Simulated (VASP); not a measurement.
Set up this calculation in VASP 6.6.1, as the native input.

| Property | Result |
| --- | --- |
| Task | single point |
| Functional | HSE06 |
| Potentials or basis | VASP PAW PBE potentials, release 64 (H_h, Pb_d, N_h, O_h) |
| Cutoff | 1000 eV |
| k mesh | 3 × 3 × 2 |
| Occupations | fermi-dirac, width 0.05 eV |
| Spin | no spin polarisation |
| Dipole correction | no |
| Grid for exact exchange (PRECFOCK) | Normal |
| Further INCAR settings | ALGO = Normal; EDIFF = 1e-06; NBANDS = 31 |
| Share of exact exchange | 0.25 |
| Screening parameter | 0.2079 1/Å |

Crystal: HPbNO4.

```
H Pb N O
1.0
     3.85707    0.00178   -0.03658
     0.17353    4.33436   -0.01647
     0.75803    0.83873    5.87662
H Pb N O
1 1 1 4
Direct
  0.61511 0.89559 0.19844
  0.64597 0.44651 0.91685
  0.71474 0.23810 0.50058
  0.16958 0.47007 0.77768
  0.62919 0.97045 0.49845
  0.56424 0.92583 0.03849
  0.78022 0.42250 0.31951
```

The input as run:

POSCAR

```
HPbNO4
1.0
    3.8570700000      0.0017800000     -0.0365800000
    0.1735300000      4.3343600000     -0.0164700000
    0.7580300000      0.8387300000      5.8766200000
H Pb N O
1 1 1 4
Direct
    0.6151100000      0.8955900000      0.1984400000
    0.6459700000      0.4465100000      0.9168500000
    0.7147400000      0.2381000000      0.5005800000
    0.1695800000      0.4700700000      0.7776800000
    0.6291900000      0.9704500000      0.4984500000
    0.5642400000      0.9258300000      0.0384900000
    0.7802200000      0.4225000000      0.3195100000
```

INCAR.step1

```
PREC = Accurate
ENCUT = 1000
EDIFF = 1E-5
ISMEAR = -1
SIGMA = 0.05
LREAL = False
LASPH = True
NELM = 120
ALGO = Normal
ISIF = 2
LWAVE = True
LCHARG = False
NBANDS = 31
GGA = PE
GGA_COMPAT = False
```

INCAR.step2

```
PREC = Accurate
ENCUT = 1000
EDIFF = 1E-6
ISMEAR = -1
SIGMA = 0.05
LREAL = False
LASPH = True
NELM = 120
ALGO = Normal
ISIF = 2
LWAVE = False
LCHARG = False
GGA = PE
LHFCALC = True
HFSCREEN = 0.2079
PRECFOCK = Normal
NBANDS = 31
ISTART = 1
GGA_COMPAT = False
```

KPOINTS

```
Automatic mesh
0
Gamma
  3 3 2
```

Potentials or basis: VASP PAW PBE potentials, release 64 (H_h, Pb_d, N_h, O_h).

Launch:

```sh
$ cat potpaw_PBE.64/H_h/POTCAR potpaw_PBE.64/Pb_d/POTCAR potpaw_PBE.64/N_h/POTCAR potpaw_PBE.64/O_h/POTCAR > POTCAR
$ cp INCAR.step1 INCAR
$ mpirun -np 1 vasp_std > vasp.out
$ cp INCAR.step2 INCAR
$ mpirun -np 1 vasp_std > vasp.out
```

It gave:

```
Pressure               : -6.2 GPa
Largest force          : 1.393 eV/Å
Band gap on the k mesh : 0.73 eV (least direct gap 0.82 eV)
```

Caveat: the k points lie up to 0.55 Å⁻¹ apart; the PAW data sets were made with another functional, which shifts forces and pressure a little; spin-orbit coupling is left out, which moves the levels of the heavy elements.

It took 56 min on 1 thread of AMD EPYC 9R14 (Zen 4), on a shared host, peak memory 0.55 GiB.
